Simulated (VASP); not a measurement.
# Na8AgH7 (a cell with a defect) in VASP: a series of runs

The runs below take Na8AgH7 (a cell with a defect) through single point, with PBEsol.

Program: VASP 6.6.1. These are calculated values, not measurements. Logs are shortened: lines on timing, memory, paths and dates and some standing lists are left out, and cuts for length are marked.

**1. The cell of the first run**

The cell holds a defect, 16 atoms: a = 9.586 Å, b = 4.793 Å, c = 4.793 Å, α = 90.00°, β = 90.00°, γ = 90.00°.

**2. Single point, PBEsol, collinear spin**

INCAR

```
PREC = Accurate
ENCUT = 400
EDIFF = 1E-6
ISMEAR = -1
SIGMA = 0.05
LREAL = F
LASPH = T
NELM = 200
ALGO = Normal
ISIF = 2
LWAVE = F
LCHARG = T
ISPIN = 2
MAGMOM = 0.062 0.062 0.062 0.062 0.062 0.062 0.062 0.062 0.062 0.062 0.062 0.062 0.062 0.062 0.062 0.062
LORBIT = 11
LMAXMIX = 4
GGA = PS
LELF = T
LVHAR = T
NBANDS = 55
GGA_COMPAT = F
```

KPOINTS

```
Automatic mesh
0
Gamma
  1 1 1
  0.5 0.5 0.5
```

POSCAR

```
Na8AgH7
1.0
    9.5855340000      0.0000000000      0.0000000000
    0.0000000000      4.7927670000      0.0000000000
    0.0000000000      0.0000000000      4.7927670000
H Ag Na
7 1 8
Direct
    0.2422670000      0.0104710000      0.9625990000
    0.7589380000      0.0108520000      0.9724060000
    0.9955010000      0.5393680000      0.0032520000
    0.9872030000      0.0135000000      0.4932980000
    0.5087180000      0.9803430000      0.5312700000
    0.2378110000      0.5062110000      0.4802150000
    0.7565620000      0.5371010000      0.4975550000
    0.5075720000      0.5227030000      0.0287320000
    0.0113860000      0.0002470000      0.9979990000
    0.4850070000      0.0307480000      0.9620590000
    0.2665830000      0.4799670000      0.0153390000
    0.7444920000      0.4961630000      0.0009610000
    0.2569150000      0.0430220000      0.5133030000
    0.7418830000      0.9896670000      0.5091230000
    0.0155840000      0.5081300000      0.5045280000
    0.4871840000      0.4690860000      0.5388580000
```

Potentials or basis: VASP PAW PBE potentials, release 64 (H, Ag, Na_pv).

The run is started by

```
$ cat potpaw_PBE.64/H/POTCAR potpaw_PBE.64/Ag/POTCAR potpaw_PBE.64/Na_pv/POTCAR > POTCAR
$ mpirun -np 1 vasp_std > vasp.out
```

OUTCAR:

```text
PREC = Accurate
   ENCUT = 400
   EDIFF = 1E-6
   ISMEAR = -1
   LREAL = F
   LASPH = T
   NELM = 200
   ISIF = 2
   ISPIN = 2
   LORBIT = 11
   GGA = PS

 ion  position               nearest neighbor table
   1  0.242  0.010  0.963-
   2  0.759  0.011  0.972-
   3  0.996  0.539  0.003-
   4  0.987  0.014  0.493-
   5  0.509  0.980  0.531-
   6  0.238  0.506  0.480-
   7  0.757  0.537  0.498-
   8  0.508  0.523  0.029-  12 2.28  11 2.32  16 2.37  10 2.39  10 2.47  16 2.47
   9  0.011  0.000  0.998-
  10  0.485  0.031  0.962-   8 2.39   8 2.47
  11  0.267  0.480  0.015-   8 2.32
  12  0.744  0.496  0.001-   8 2.28
  13  0.257  0.043  0.513-
  14  0.742  0.990  0.509-
  15  0.016  0.508  0.505-
  16  0.487  0.469  0.539-   8 2.37   8 2.47

  LATTYP: Found a simple tetragonal cell.
 ALAT       =     4.7927670000
 C/A-ratio  =     2.0000000000

  Lattice vectors:

 A1 = (   0.0000000000,   4.7927670000,   0.0000000000)
 A2 = (   0.0000000000,   0.0000000000,   4.7927670000)
 A3 = (   9.5855340000,   0.0000000000,   0.0000000000)

Analysis of symmetry for initial positions (statically):
=====================================================================
 Subroutine PRICEL returns:
 Original cell was already a primitive cell.

 Routine SETGRP: Setting up the symmetry group for a
 simple tetragonal supercell.

 Subroutine GETGRP returns: Found  1 space group operations
 (whereof  1 operations were pure point group operations)
 out of a pool of 16 trial point group operations.

The static configuration has the point symmetry C_1 .

Analysis of symmetry for dynamics (positions and initial velocities):
=====================================================================
 Subroutine PRICEL returns:
 Original cell was already a primitive cell.

 Routine SETGRP: Setting up the symmetry group for a
 simple tetragonal supercell.

 Subroutine GETGRP returns: Found  1 space group operations
 (whereof  1 operations were pure point group operations)
 out of a pool of 16 trial point group operations.

The dynamic configuration has the point symmetry C_1 .

Analysis of structural, dynamic, and magnetic symmetry:
=====================================================================
 Subroutine PRICEL returns:
 Original cell was already a primitive cell.

 Routine SETGRP: Setting up the symmetry group for a
 simple tetragonal supercell.

 Subroutine GETGRP returns: Found  1 space group operations
 (whereof  1 operations were pure point group operations)
 out of a pool of 16 trial point group operations.

The overall configuration has the point symmetry C_1 .

 Subroutine INISYM returns: Found  1 space group operations
 (whereof  1 operations are pure point group operations),
 and found     1 'primitive' translations

----------------------------------------------------------------------------------------

                                     Primitive cell

  volume of cell :     220.1856

  direct lattice vectors                    reciprocal lattice vectors
     9.585534000  0.000000000  0.000000000     0.104323870  0.000000000  0.000000000
     0.000000000  4.792767000  0.000000000     0.000000000  0.208647739  0.000000000
     0.000000000  0.000000000  4.792767000     0.000000000  0.000000000  0.208647739

  length of vectors
     9.585534000  4.792767000  4.792767000     0.104323870  0.208647739  0.208647739

  position of ions in fractional coordinates (direct lattice)
     0.242267000  0.010471000  0.962599000
     0.758938000  0.010852000  0.972406000
     0.995501000  0.539368000  0.003252000
     0.987203000  0.013500000  0.493298000
     0.508718000  0.980343000  0.531270000
     0.237811000  0.506211000  0.480215000
[... 8 lines left out ...]
     0.015584000  0.508130000  0.504528000
     0.487184000  0.469086000  0.538858000

  ion indices of the primitive-cell ions
   primitive index   ion index
                 1           1
                 2           2
                 3           3
                 4           4
                 5           5
                 6           6
[... 8 lines left out ...]
                15          15
                16          16

----------------------------------------------------------------------------------------

 KPOINTS: Automatic mesh

Automatic generation of k-mesh.
 Grid dimensions read from file:
 generate k-points for:    1    1    1

 Generating k-lattice:

  Cartesian coordinates                     Fractional coordinates (reciprocal lattice)
     0.104323870  0.000000000  0.000000000     1.000000000  0.000000000  0.000000000
     0.000000000  0.208647739  0.000000000     0.000000000  1.000000000  0.000000000
     0.000000000  0.000000000  0.208647739     0.000000000  0.000000000  1.000000000

  Length of vectors
     0.104323870  0.208647739  0.208647739

  Shift w.r.t. Gamma in fractional coordinates (k-lattice)
     0.500000000  0.500000000  0.500000000

 Subroutine IBZKPT returns following result:
 ===========================================

 Found      1 irreducible k-points:

 Following reciprocal coordinates:
            Coordinates               Weight
  0.500000  0.500000  0.500000      1.000000
   k-points           NKPTS =      1   k-points in BZ     NKDIM =      1   number of bands    NBANDS=     55
   number of dos      NEDOS =    301   number of ions     NIONS =     16
   total plane-waves  NPLWV =  65536
   dimension x,y,z NGX =    64 NGY =   32 NGZ =   32
   dimension x,y,z NGXF=   128 NGYF=   64 NGZF=   64
   ions per type =               7   1   8
   NGX,Y,Z   is equivalent  to a cutoff of  11.10, 11.10, 11.10 a.u.
   NGXF,Y,Z  is equivalent  to a cutoff of  22.20, 22.20, 22.20 a.u.
 SYSTEM =  unknown system
   PREC   = accura    normal or accurate (medium, high low for compatibility)
   ISTART =      0    job   : 0-new  1-cont  2-samecut
   ICHARG =      2    charge: 1-file 2-atom 10-const
   ISPIN  =      2    spin polarized calculation?
   LNONCOLLINEAR =      F non collinear calculations
   LSORBIT =      F    spin-orbit coupling
   LASPH  =      T    aspherical Exc in radial PAW
   ENCUT  =  400.0 eV  29.40 Ry    5.42 a.u.  15.63  7.82  7.82*2*pi/ulx,y,z
   NELM   =    200;   NELMIN=  2; NELMDL= -5     # of ELM steps
   EDIFF  = 0.1E-05   stopping-criterion for ELM
   LREAL  =      F    real-space projection
   EDIFFG = 0.1E-04   stopping-criterion for IOM
   NSW    =      0    number of steps for IOM
   IBRION =     -1    ionic relax: 0-MD 1-quasi-New 2-CG
   NFREE  =      0    steps in history (QN), initial steepest desc. (CG)
   ISIF   =      2    stress and relaxation
   ISYM   =      2    0-nonsym 1-usesym 2-fastsym
   POTIM  = 0.5000    time-step for ionic-motion
   TEBEG  =    0.0;   TEEND  =   0.0 temperature during run
   PSTRESS=    0.0 pullay stress
   NELECT =      74.0000    total number of electrons
   NUPDOWN=      -1.0000    fix difference up-down
   EMIN   =  10.00;   EMAX   =-10.00  energy-range for DOS
   EFERMI =   0.00;   METHOD = LEGACY
   ISMEAR =    -1;   SIGMA  =   0.05  broadening in eV -4-tet -1-fermi 0-gaus
   EFERMI_NEDOS =   21; number of points for ismear=-14 and -15
   IALGO  =     38    algorithm
   IMIX   =      4    mixing-type and parameters
     AMIX     =   0.40;   BMIX     =  1.00
     AMIX_MAG =   1.60;   BMIX_MAG =  1.00
  volume/ion in A,a.u.               =      13.76        92.87
  Fermi-wavevector in a.u.,A,eV,Ry     =   1.138210  2.150905 17.626649  1.295522
  Thomas-Fermi vector in A             =   2.274915
   LORBIT       =     11    0 simple, 1 ext, 2 COOP (PROOUT), +10 PAW based schemes
   GGA     = PS    functional components
   LHFCALC =     F    Hartree Fock is set to
   AEXX    =    0.0000 exact exchange contribution
   IVDW    =     0    specifies the selected vdW correction
   LEPSILON=     F    determine dielectric tensor
   LRPA    =     F    only Hartree local field effects (RPA)
 spin polarized calculation
  energy-cutoff  :      400.00
  volume of cell :      220.19
 maximum number of plane-waves:      4032
 NGX is ok and might be reduce to    64
   NGX = 31   NGY = 15   NGZ = 15

 number of electron      74.0000036 magnetization       0.0232813

 number of electron      74.0000036 magnetization      -0.0000893

 Free energy of the ion-electron system (eV)
  ---------------------------------------------------
  ext. energy  EPLUGINS =         0.00000000
  ---------------------------------------------------
  free energy    TOTEN  =       -34.11037820 eV

  energy without entropy =      -34.11037820  energy(sigma->0) =      -34.11037820

 E-fermi :   0.7102     XC(G=0):  -8.4920

 val. band max:       -0.5025431808   @ k =   0.5000   0.5000   0.5000
 cond. band min:       2.7002364364   @ k =   0.5000   0.5000   0.5000
 fundamental gap:      3.2027796172
 Fermi energy:         0.7102132597

 spin component 1

 k-point     1 :       0.5000    0.5000    0.5000
  band No.  band energies     occupation
      1     -22.5611      1.00000
      2     -22.4486      1.00000
      3     -22.4233      1.00000
      4     -22.4031      1.00000
      5     -22.3964      1.00000
      6     -22.3573      1.00000
[... 41 lines left out ...]
     48       8.6796      0.00000
     49       8.7145      0.00000
 Fermi energy:         0.7102132597

 spin component 2

 k-point     1 :       0.5000    0.5000    0.5000
  band No.  band energies     occupation
      1     -22.5611      1.00000
      2     -22.4486      1.00000
      3     -22.4233      1.00000
      4     -22.4031      1.00000
      5     -22.3964      1.00000
      6     -22.3573      1.00000
[... 41 lines left out ...]
     48       8.6796      0.00000
     49       8.7145      0.00000
 [bands above 49 left out]

------------------------ aborting loop because EDIFF is reached ----------------------------------------

  FORCE on cell =-STRESS in cart. coord.  units (eV):
  Direction    XX          YY          ZZ          XY          YZ          ZX
  --------------------------------------------------------------------------------------
  -------------------------------------------------------------------------------------
  Total        1.6190294     18.6386543     19.7381430      0.2709415      0.1157544     -0.2093827
  in kB       11.7808432    135.6238886    143.6243012      1.9715020      0.8422852     -1.5235702
  external PRESSURE =      97.0096777 kB  Pullay stress =       0.0000000 kB

 VOLUME and BASIS-vectors are now :
 -----------------------------------------------------------------------------
  energy-cutoff  :      400.00
  volume of cell :      220.19
      direct lattice vectors                 reciprocal lattice vectors
     9.585534000  0.000000000  0.000000000     0.104323870  0.000000000  0.000000000
     0.000000000  4.792767000  0.000000000     0.000000000  0.208647739  0.000000000
     0.000000000  0.000000000  4.792767000     0.000000000  0.000000000  0.208647739

 POSITION                                       TOTAL-FORCE (eV/Angst)
 -----------------------------------------------------------------------------------
      2.32226      0.05019      4.61351         0.313334      0.007486      0.348929
      7.27483      0.05201      4.66052        -0.368754     -0.000976      0.286734
      9.54241      2.58507      0.01559         0.157895     -0.323714     -0.053575
      9.46287      0.06470      2.36426         0.242122      0.023239     -0.062073
      4.87633      4.69856      2.54625        -0.292622      0.080349     -0.541652
      2.27955      2.42615      2.30156         0.475882      0.001606      0.249056
[... 8 lines left out ...]
      0.14938      2.43535      2.41809        -0.541163      0.086819     -0.010275
      4.66992      2.24822      2.58262        -0.085181     -0.133773     -0.914681
 -----------------------------------------------------------------------------------
    total drift:                               -0.002087      0.002328      0.002077

  FREE ENERGIE OF THE ION-ELECTRON SYSTEM (eV)
  ---------------------------------------------------
  free  energy   TOTEN  =       -34.1103782015 eV

  energy  without entropy=      -34.1103782014  energy(sigma->0) =      -34.11037820

 total charge

# of ion       s       p       d       tot
------------------------------------------
    1        0.502   0.001   0.000   0.503
    2        0.482   0.001   0.000   0.483
    3        0.492   0.001   0.000   0.492
    4        0.493   0.001   0.000   0.494
    5        0.508   0.001   0.000   0.509
    6        0.502   0.001   0.000   0.503
[... 8 lines left out ...]
   15        0.043   6.023   0.000   6.065
   16        0.059   6.090   0.000   6.148
--------------------------------------------------
tot          4.749  48.433   9.320  62.501

 magnetization (x)

# of ion       s       p       d       tot
------------------------------------------
    1       -0.000   0.000   0.000  -0.000
    2       -0.000   0.000   0.000  -0.000
    3       -0.000  -0.000   0.000  -0.000
    4       -0.000  -0.000   0.000  -0.000
    5       -0.000   0.000   0.000  -0.000
    6       -0.000  -0.000   0.000  -0.000
[... 8 lines left out ...]
   15        0.000   0.000   0.000   0.000
   16        0.000  -0.000   0.000   0.000
--------------------------------------------------
tot         -0.000   0.000   0.000  -0.000
```

Run time: 55 s. Hardware: 1 thread of Intel Xeon Platinum 8488C (Sapphire Rapids), shared host; peak memory 0.28 GiB.

Results:

```yaml
Free_energy: -34.1104 eV
Pressure: 9.7 GPa
Largest_force: 2.927 eV/Å
Net_moment: 0.00 μB per cell
Valence_electrons_inside_the_program's_atomic_spheres: H 0.50, 0.48, 0.49, 0.51 (each value once); Ag 10.21; Na 6.07, 6.15, 6.14, 6.12 (each value once)
```

Forces on the atoms (eV/Å):
```
H    0.313  0.007  0.349
H   -0.369 -0.001  0.287
H    0.158 -0.324 -0.054
H    0.242  0.023 -0.062
H   -0.293  0.080 -0.542
H    0.476  0.002  0.249
H   -0.358 -0.424  0.061
Ag   0.809  1.451  1.478
Na  -0.360  0.122  0.015
Na  -0.070 -0.807 -0.040
Na  -2.822  0.322 -0.134
Na   2.926 -0.006 -0.098
Na  -0.228 -0.576 -0.343
Na   0.203  0.177 -0.242
Na  -0.541  0.087 -0.010
Na  -0.085 -0.134 -0.915
```

Stress tensor (GPa, compression positive):
```
 1.18  0.20 -0.15
 0.20 13.56  0.08
-0.15  0.08 14.36
```

Levels at points of the mesh, in eV from the Fermi level:
Spin up:
```
           k point  band 34  band 35  band 36  band 37  band 38  band 39  band 40  band 41
(0.50, 0.50, 0.50)    -1.75    -1.69    -1.64    -1.21     1.99     2.11     2.46     3.09
```
Spin down:
| k point | band 35 | band 36 | band 37 | band 38 | band 39 | band 40 |
| --- | --- | --- | --- | --- | --- | --- |
| (0.50, 0.50, 0.50) | -1.69 | -1.64 | -1.21 | 1.99 | 2.11 | 2.46 |

Caveat: the k points lie up to 1.31 Å⁻¹ apart; the PAW data sets were made with another functional, which shifts forces and pressure a little.

**3. Single point, PBEsol, collinear spin**

INCAR

```
SYSTEM = Na8AgH7
PREC = Accurate ; ENCUT = 400
EDIFF = 1E-6 ; ISMEAR = -1
SIGMA = 0.05 ; LREAL = .FALSE.
LASPH = .TRUE. ; NELM = 200
ALGO = Normal ; ISIF = 2
LWAVE = .FALSE. ; LCHARG = .FALSE.
ISPIN = 2 ; MAGMOM = 0.25 0.25 0.25 0.25 0.25 0.25 0.25 0.25 0.25 0.25 0.25 0.25 0.25 0.25 0.25 0.25
LORBIT = 11 ; LMAXMIX = 4
GGA = PS ; NBANDS = 55
GGA_COMPAT = .FALSE.
```

KPOINTS

```
Automatic mesh
0
Gamma
  2 2 2
  0.5 0.5 0.5
```

POSCAR is that of step 2.

Potentials or basis: VASP PAW PBE potentials, release 64 (H, Ag, Na_pv).

The run is started by

```
$ cat potpaw_PBE.64/H/POTCAR potpaw_PBE.64/Ag/POTCAR potpaw_PBE.64/Na_pv/POTCAR > POTCAR
$ mpirun -np 1 vasp_std > vasp.out
```

Wall time 78 s (1 thread of Intel Xeon Platinum 8488C (Sapphire Rapids), shared host); peak memory 0.31 GiB.

It converged, with:

| Quantity | Value |
| --- | --- |
| Free energy | -35.8365 eV |
| Pressure | 7.4 GPa |
| Largest force | 3.009 eV/Å |
| Band gap on the k mesh | 2.90 eV |
| Net moment | 0.00 μB per cell |
| Valence electrons inside the program's atomic spheres | H 0.51, 0.49, 0.50 (each value once); Ag 10.17; Na 6.06, 6.15, 6.12, 6.11, 6.14 (each value once) |

Forces on the atoms (eV/Å):
```
H    0.274 -0.007  0.309
H   -0.341 -0.014  0.255
H    0.238 -0.324 -0.041
H    0.348  0.050  0.014
H   -0.353  0.113 -0.423
H    0.465  0.025  0.191
H   -0.307 -0.382  0.005
Ag   0.354  1.130  1.185
Na  -0.411  0.110  0.018
Na   0.126 -0.857  0.282
Na  -2.929  0.300 -0.140
Na   3.007 -0.004 -0.113
Na  -0.313 -0.573 -0.350
Na   0.302  0.178 -0.237
Na  -0.590  0.105 -0.020
Na   0.129  0.150 -0.935
```

Stress tensor (GPa, compression positive):
```
 8.44  0.17 -0.19
 0.17  6.52  0.14
-0.19  0.14  7.15
```

Levels at points of the mesh, in eV from the valence-band top:
Spin up:
```tsv
k point	band 35	band 36	band 37	band 38	band 39	band 40
(0.25, 0.25, 0.25)	-0.62	-0.52	-0.02	2.90	3.56	3.97
```
Spin down:
```tsv
k point	band 34	band 35	band 36	band 37	band 38	band 39	band 40	band 41
(0.25, 0.25, 0.25)	-0.81	-0.62	-0.52	-0.02	2.90	3.56	3.97	4.30
```

Caveat: the k points lie up to 0.66 Å⁻¹ apart; the PAW data sets were made with another functional, which shifts forces and pressure a little.
